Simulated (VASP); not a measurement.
Si5Ge, 6 atoms in the cell. Symmetry: Pmmm, No. 47, orthorhombic system. The conventional cell has a = 3.028 Å, b = 3.460 Å, c = 8.918 Å, α = 90.00°, β = 90.00°, γ = 90.00°. Within 3.4 Å of Si (site symmetry mm2) lie 11 Si at 2.61 to 3.03 Å and 1 Ge at 3.02 Å. Si (site symmetry mmm) has 14 Si at 2.67 to 3.46 Å within 3.5 Å. Within 3.4 Å of Si (site symmetry mm2) lie 7 Si at 2.61 to 3.03 Å and 4 Ge at 2.91 Å. Ge (site symmetry mmm) has 10 Si at 2.91 to 3.02 Å and 4 Ge at 3.03 to 3.46 Å within 3.8 Å. 

| Quantity | Value |
| --- | --- |
| Program | VASP 6.6.1 |
| Task | single point |
| Functional | PBE |
| Potentials or basis | VASP PAW PBE potentials, release 64 (Si, Ge_d) |
| Cutoff | 520 eV |
| k mesh | 6 × 6 × 2 |
| Occupations | gaussian, width 0.1 eV |
| Spin | no spin polarisation |
| Dipole correction | no |
| Further INCAR settings | ALGO = Normal; EDIFF = 1e-06; NBANDS = 26 |

Potentials or basis: VASP PAW PBE potentials, release 64 (Si, Ge_d).

The run is started by

```console
$ cat potpaw_PBE.64/Si/POTCAR potpaw_PBE.64/Ge_d/POTCAR > POTCAR
$ mpirun -np 1 vasp_std > vasp.out
```

Hardware: 1 thread of Intel Xeon 6975P-C (shared host).

Problem. How long does it take, and how much memory?

Solution. Run time: 46 s on 1 thread of Intel Xeon 6975P-C (shared host), peak memory 0.24 GiB. Counts: scf iterations 12, k points 32.
